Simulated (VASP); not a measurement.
# Al18H in VASP: further runs

Al18H is run at these levels: PBEsol; tasks: single point.

All numbers are computed with VASP 6.6.1; they aren't measurements. Logs are shortened: lines on timing, memory, paths and dates and some standing lists are left out, and cuts for length are marked.

## (1) The cell of the first run

The cell holds a slab with vacuum, 19 atoms: a = 5.728 Å, b = 8.591 Å, c = 17.677 Å, α = 90.00°, β = 90.00°, γ = 60.00°.

## (2) Single point, PBEsol

Input file INCAR:

```
SYSTEM = Al18H
PREC = Accurate ; ENCUT = 520
EDIFF = 1E-7 ; ISMEAR = -1
SIGMA = 0.1 ; LREAL = Auto
LASPH = .TRUE. ; NELM = 60
ALGO = Normal ; ISIF = 2
LWAVE = .FALSE. ; LCHARG = .FALSE.
GGA = PS ; NBANDS = 42
```

Input file KPOINTS:

```
regular mesh
0
G
  3 2 1
  0 0 0
```

Input file POSCAR:

```
Al18H
1.0
    5.7275650000      0.0000000000      0.0000000000
    4.2956740000      7.4403250000      0.0000000000
    0.0000000000      0.0000000000     17.6765370000
Al H
18 1
Direct
    0.1666667000      0.1111111000      0.0565722000
    0.6666667000      0.1111111000      0.0565722000
    0.1666667000      0.4444444000      0.0565722000
    0.6666667000      0.4444444000      0.0565722000
    0.1666667000      0.7777778000      0.0565722000
    0.6666667000      0.7777778000      0.0565722000
   -0.1632220882      0.2198474013      0.1848242728
    0.3309246469      0.2234362258      0.1877386996
   -0.1661405388      0.5560689858      0.1884976876
    0.3320574999      0.5557384481      0.1886896607
   -0.1692869380      0.8919992390      0.1862273910
    0.3350504086      0.8876672890      0.1875740642
    0.0043409404     -0.0025880997      0.3194650358
    0.4961837372      0.0019296706      0.3192552908
   -0.0073518895      0.3255723918      0.3175604665
    0.5188529246      0.3237872501      0.3170548290
   -0.0140269246      0.6833042301      0.3181442661
    0.5009771640      0.6653404402      0.3196307317
    0.1658821343      0.4459699605      0.3581488186
```

Potentials or basis: VASP PAW PBE potentials, release 64 (Al, H).

Command:

```sh
> cat potpaw_PBE.64/Al/POTCAR potpaw_PBE.64/H/POTCAR > POTCAR
> mpirun -np 1 vasp_std > vasp.out
```

OUTCAR:

```text
SYSTEM = Al18H
   PREC = Accurate
   ENCUT = 520
   EDIFF = 1E-7
   ISMEAR = -1
   LREAL = Auto
   LASPH = .TRUE.
   NELM = 60
   ISIF = 2
   GGA = PS

 ion  position               nearest neighbor table
   1  0.167  0.111  0.057-   7 2.80   8 2.85  12 2.85   5 2.86   3 2.86   6 2.86   4 2.86   2 2.86
                             2 2.86
   2  0.667  0.111  0.057-   7 2.81  11 2.81   8 2.85   6 2.86   4 2.86   5 2.86   3 2.86   1 2.86
                             1 2.86
   3  0.167  0.444  0.057-   8 2.84   9 2.86  10 2.86   1 2.86   2 2.86   4 2.86   4 2.86   6 2.86
                             5 2.86
   4  0.667  0.444  0.057-   7 2.82   9 2.86   2 2.86   1 2.86   3 2.86   3 2.86   5 2.86   6 2.86
                            10 2.87
   5  0.167  0.778  0.057-  11 2.83  12 2.85  10 2.86   1 2.86   2 2.86   6 2.86   6 2.86   4 2.86
                             3 2.86
   6  0.667  0.778  0.057-  11 2.83  12 2.84   9 2.86   2 2.86   1 2.86   5 2.86   5 2.86   3 2.86
                             4 2.86
   7  0.837  0.220  0.185-   1 2.80   2 2.81   4 2.82  15 2.82  16 2.82  11 2.83   8 2.85  12 2.85
                             9 2.88   8 2.88  10 2.89  13 2.90
   8  0.331  0.223  0.188-  16 2.84   3 2.84  15 2.84   1 2.85   7 2.85  14 2.85   9 2.85   2 2.85
                            11 2.86  10 2.86  12 2.87   7 2.88
   9  0.834  0.556  0.188-  18 2.85  10 2.85   8 2.85  12 2.85  15 2.86  17 2.86   6 2.86   3 2.86
[... 4 lines left out ...]
                            13 2.87   9 2.88  14 2.88  10 2.88
  12  0.335  0.888  0.188-   6 2.84   5 2.85   1 2.85  13 2.85  14 2.85   9 2.85   7 2.85  11 2.86
                            10 2.86  18 2.86  11 2.87   8 2.87
  13  0.004  0.997  0.319-  17 2.75  15 2.79  16 2.79  14 2.84  18 2.85  12 2.85  11 2.87  14 2.89
                             7 2.90
  14  0.496  0.002  0.319-  17 2.77  16 2.83  15 2.83  13 2.84   8 2.85  12 2.85  11 2.88  18 2.88
                            13 2.89
  15  0.993  0.326  0.318-  19 1.90  16 2.72  13 2.79   7 2.82  14 2.83   8 2.84   9 2.86  18 2.87
                            16 3.01  17 3.05
  16  0.519  0.324  0.317-  19 1.90  15 2.72  13 2.79   7 2.82  14 2.83   8 2.84  10 2.85  18 2.88
                            15 3.01  17 3.07
  17  0.986  0.683  0.318-  19 1.90  13 2.75  14 2.77  11 2.80   9 2.86  18 2.86  10 2.86  18 2.88
                            15 3.05  16 3.07
  18  0.501  0.665  0.320-  10 2.84   9 2.85  13 2.85  17 2.86  12 2.86  15 2.87  17 2.88  14 2.88
                            16 2.88
  19  0.166  0.446  0.358-  16 1.90  15 1.90  17 1.90

  LATTYP: Found a simple monoclinic cell.
 ALAT       =     5.7275650000
 B/A-ratio  =     3.0862219809
 C/A-ratio  =     1.3228756151
 COS(beta)  =    -0.1889822093

  Lattice vectors:

 A1 = (   5.7275650000,   0.0000000000,   0.0000000000)
 A2 = (   0.0000000000,   0.0000000000, -17.6765370000)
 A3 = (  -1.4318910000,   7.4403250000,   0.0000000000)

Analysis of symmetry for initial positions (statically):
=====================================================================
 Subroutine PRICEL returns:
 Original cell was already a primitive cell.

 Routine SETGRP: Setting up the symmetry group for a
 simple monoclinic supercell.

 Subroutine GETGRP returns: Found  1 space group operations
 (whereof  1 operations were pure point group operations)
 out of a pool of  4 trial point group operations.

The static configuration has the point symmetry C_1 .

Analysis of symmetry for dynamics (positions and initial velocities):
=====================================================================
 Subroutine PRICEL returns:
 Original cell was already a primitive cell.

 Routine SETGRP: Setting up the symmetry group for a
 simple monoclinic supercell.

 Subroutine GETGRP returns: Found  1 space group operations
 (whereof  1 operations were pure point group operations)
 out of a pool of  4 trial point group operations.

The dynamic configuration has the point symmetry C_1 .

 Subroutine INISYM returns: Found  1 space group operations
 (whereof  1 operations are pure point group operations),
 and found     1 'primitive' translations

----------------------------------------------------------------------------------------

                                     Primitive cell

  volume of cell :     753.2847

  direct lattice vectors                    reciprocal lattice vectors
     5.727565000  0.000000000  0.000000000     0.174594265 -0.100802054  0.000000000
     4.295674000  7.440325000  0.000000000     0.000000000  0.134402731  0.000000000
     0.000000000  0.000000000 17.676537000     0.000000000  0.000000000  0.056572167

  length of vectors
     5.727565000  8.591347462 17.676537000     0.201604096  0.134402731  0.056572167

  position of ions in fractional coordinates (direct lattice)
[... 48 lines left out ...]
 generate k-points for:    3    2    1

 Generating k-lattice:

  Cartesian coordinates                     Fractional coordinates (reciprocal lattice)
     0.058198088 -0.033600685  0.000000000     0.333333333  0.000000000  0.000000000
     0.000000000  0.067201366  0.000000000     0.000000000  0.500000000  0.000000000
     0.000000000  0.000000000  0.056572167     0.000000000  0.000000000  1.000000000

  Length of vectors
     0.067201365  0.067201366  0.056572167

  Shift w.r.t. Gamma in fractional coordinates (k-lattice)
     0.000000000  0.000000000  0.000000000

 -----------------------------------------------------------------------------
|                                                                             |
|           W    W    AA    RRRRR   N    N  II  N    N   GGGG   !!!           |
|           W    W   A  A   R    R  NN   N  II  NN   N  G    G  !!!           |
|           W    W  A    A  R    R  N N  N  II  N N  N  G       !!!           |
|           W WW W  AAAAAA  RRRRR   N  N N  II  N  N N  G  GGG   !            |
|           WW  WW  A    A  R   R   N   NN  II  N   NN  G    G                |
|           W    W  A    A  R    R  N    N  II  N    N   GGGG   !!!           |
|                                                                             |
|     Your reciprocal lattice and k-lattice belong to different lattice       |
|     classes:                                                                |
|                                                                             |
|        The reciprocal lattice is simple monoclinic,                         |
|        whereas your k-lattice is hexagonal.                                 |
|                                                                             |
|     Results are often still useful ...                                      |
|                                                                             |
 -----------------------------------------------------------------------------

 Subroutine IBZKPT returns following result:
 ===========================================

 Found      4 irreducible k-points:

 Following reciprocal coordinates:
            Coordinates               Weight
  0.000000  0.000000  0.000000      1.000000
  0.333333  0.000000  0.000000      2.000000
  0.000000  0.500000  0.000000      1.000000
  0.333333  0.500000  0.000000      2.000000
   k-points           NKPTS =      4   k-points in BZ     NKDIM =      4   number of bands    NBANDS=     42
   number of dos      NEDOS =    301   number of ions     NIONS =     19
   total plane-waves  NPLWV = 430080
   dimension x,y,z NGX =    48 NGY =   64 NGZ =  140
   dimension x,y,z NGXF=    96 NGYF=  128 NGZF=  280
   ions per type =              18   1
   NGX,Y,Z   is equivalent  to a cutoff of  13.93, 12.38, 13.17 a.u.
   NGXF,Y,Z  is equivalent  to a cutoff of  27.86, 24.77, 26.33 a.u.
 SYSTEM =  Al18H
   PREC   = accura    normal or accurate (medium, high low for compatibility)
   ISTART =      0    job   : 0-new  1-cont  2-samecut
   ICHARG =      2    charge: 1-file 2-atom 10-const
   ISPIN  =      1    spin polarized calculation?
   LNONCOLLINEAR =      F non collinear calculations
   LSORBIT =      F    spin-orbit coupling
   LASPH  =      T    aspherical Exc in radial PAW
   ENCUT  =  520.0 eV  38.22 Ry    6.18 a.u.  10.65 15.97 32.87*2*pi/ulx,y,z
   NELM   =     60;   NELMIN=  2; NELMDL= -5     # of ELM steps
   EDIFF  = 0.1E-06   stopping-criterion for ELM
   LREAL  =      T    real-space projection
   EDIFFG = 0.1E-05   stopping-criterion for IOM
   NSW    =      0    number of steps for IOM
   IBRION =     -1    ionic relax: 0-MD 1-quasi-New 2-CG
   NFREE  =      0    steps in history (QN), initial steepest desc. (CG)
   ISIF   =      2    stress and relaxation
   ISYM   =      2    0-nonsym 1-usesym 2-fastsym
   POTIM  = 0.5000    time-step for ionic-motion
   TEBEG  =    0.0;   TEEND  =   0.0 temperature during run
   PSTRESS=    0.0 pullay stress
   NELECT =      55.0000    total number of electrons
   NUPDOWN=      -1.0000    fix difference up-down
   EMIN   =  10.00;   EMAX   =-10.00  energy-range for DOS
   EFERMI =   0.00;   METHOD = LEGACY
   ISMEAR =    -1;   SIGMA  =   0.10  broadening in eV -4-tet -1-fermi 0-gaus
   EFERMI_NEDOS =   21; number of points for ismear=-14 and -15
   IALGO  =     38    algorithm
   IMIX   =      4    mixing-type and parameters
     AMIX     =   0.40;   BMIX     =  1.00
     AMIX_MAG =   1.60;   BMIX_MAG =  1.00
  volume/ion in A,a.u.               =      39.65       267.55
  Fermi-wavevector in a.u.,A,eV,Ry     =   0.684241  1.293029  6.370061  0.468186
  Thomas-Fermi vector in A             =   1.763838
   LORBIT       =      0    0 simple, 1 ext, 2 COOP (PROOUT), +10 PAW based schemes
   GGA     = PS    functional components
   LHFCALC =     F    Hartree Fock is set to
   AEXX    =    0.0000 exact exchange contribution
   IVDW    =     0    specifies the selected vdW correction
   LEPSILON=     F    determine dielectric tensor
   LRPA    =     F    only Hartree local field effects (RPA)
 non-spin polarized calculation
  energy-cutoff  :      520.00
  volume of cell :      753.28
 maximum number of plane-waves:     20332
 NGX is ok and might be reduce to    42
   NGX = 21   NGY = 31   NGZ = 65

 number of electron      55.0000000 magnetization

 Free energy of the ion-electron system (eV)
  ---------------------------------------------------
  ext. energy  EPLUGINS =         0.00000000
  ---------------------------------------------------
  free energy    TOTEN  =       -72.43127283 eV

  energy without entropy =      -72.06966458  energy(sigma->0) =      -72.25046871

 E-fermi :   0.5849     XC(G=0):  -5.0408

 val. band max:        0.5655643506   @ k =   0.0000   0.0000   0.0000
 cond. band min:       0.6082097310   @ k =   0.0000   0.5000   0.0000
 fundamental gap:      0.0426453804
 Fermi energy:         0.5849140001

 k-point     1 :       0.0000    0.0000    0.0000
  band No.  band energies     occupation
      1      -9.8145      2.00000
      2      -8.2369      2.00000
      3      -7.2279      2.00000
      4      -7.1393      2.00000
      5      -6.1660      2.00000
      6      -5.4322      2.00000
[... 157 lines left out ...]
     38       3.0754      0.00000
     39       3.0842      0.00000
 [bands above 39 left out]

------------------------ aborting loop because EDIFF is reached ----------------------------------------

  FORCE on cell =-STRESS in cart. coord.  units (eV):
  Direction    XX          YY          ZZ          XY          YZ          ZX
  --------------------------------------------------------------------------------------
  -------------------------------------------------------------------------------------
  Total       -7.4205570     -7.4856491      0.0862504     -0.0264472     -0.0324953     -0.0101440
  in kB      -15.7829422    -15.9213882      0.1834478     -0.0562510     -0.0691150     -0.0215755
  external PRESSURE =     -10.5069609 kB  Pullay stress =       0.0000000 kB

 VOLUME and BASIS-vectors are now :
 -----------------------------------------------------------------------------
  energy-cutoff  :      520.00
  volume of cell :      753.28
      direct lattice vectors                 reciprocal lattice vectors
     5.727565000  0.000000000  0.000000000     0.174594265 -0.100802054  0.000000000
     4.295674000  7.440325000  0.000000000     0.000000000  0.134402731  0.000000000
     0.000000000  0.000000000 17.676537000     0.000000000  0.000000000  0.056572167

 POSITION                                       TOTAL-FORCE (eV/Angst)
 -----------------------------------------------------------------------------------
      1.43189      0.82670      1.00000        -0.004305     -0.015181     -0.063264
      4.29567      0.82670      1.00000         0.008626      0.006248     -0.083522
      2.86378      3.30681      1.00000        -0.004252      0.032481      0.093847
      5.72757      3.30681      1.00000         0.000236      0.005061      0.015514
      4.29567      5.78692      1.00000         0.006362     -0.019052     -0.012371
      7.15946      5.78692      1.00000        -0.004472      0.000662      0.027350
[... 11 lines left out ...]
      5.72746      4.95035      5.64996         0.008289      0.004202     -0.000617
      2.86584      3.31816      6.33083        -0.002485     -0.001005      0.003322
 -----------------------------------------------------------------------------------
    total drift:                               -0.002138      0.001055      0.005944

  FREE ENERGIE OF THE ION-ELECTRON SYSTEM (eV)
  ---------------------------------------------------
  free  energy   TOTEN  =       -72.4312728340 eV

  energy  without entropy=      -72.0696645787  energy(sigma->0) =      -72.25046871
```

It took 2.8 min on 1 thread of Intel Xeon 6975P-C (Granite Rapids), shared host; peak memory 0.8 GiB.

Results:

```yaml
Free_energy: -72.4313 eV
Largest_force: 0.099 eV/Å
Band_gap_on_the_k_mesh: zero (an odd number of electrons rules out a gap without spin polarisation)
```

Forces in eV/Å, atoms in the order of the input:
```
Al  -0.004 -0.015 -0.063
Al   0.009  0.006 -0.084
Al  -0.004  0.032  0.094
Al   0.000  0.005  0.016
Al   0.006 -0.019 -0.012
Al  -0.004  0.001  0.027
Al  -0.001 -0.001 -0.001
Al  -0.003  0.007 -0.002
Al   0.005 -0.008 -0.006
Al   0.000  0.001  0.000
Al  -0.011 -0.004  0.001
Al   0.008  0.002  0.003
Al  -0.005 -0.014  0.004
Al   0.007  0.010  0.005
Al   0.015  0.006  0.010
Al  -0.011  0.000  0.007
Al  -0.011 -0.013 -0.001
Al   0.008  0.004 -0.001
H   -0.002 -0.001  0.003
```

Caveat: the k points lie up to 0.42 Å⁻¹ apart, too coarse for converged energies and pressures of a metal; the PAW data sets were made with another functional, which shifts forces and pressure a little.

(Part 1 of 2 ends here.)
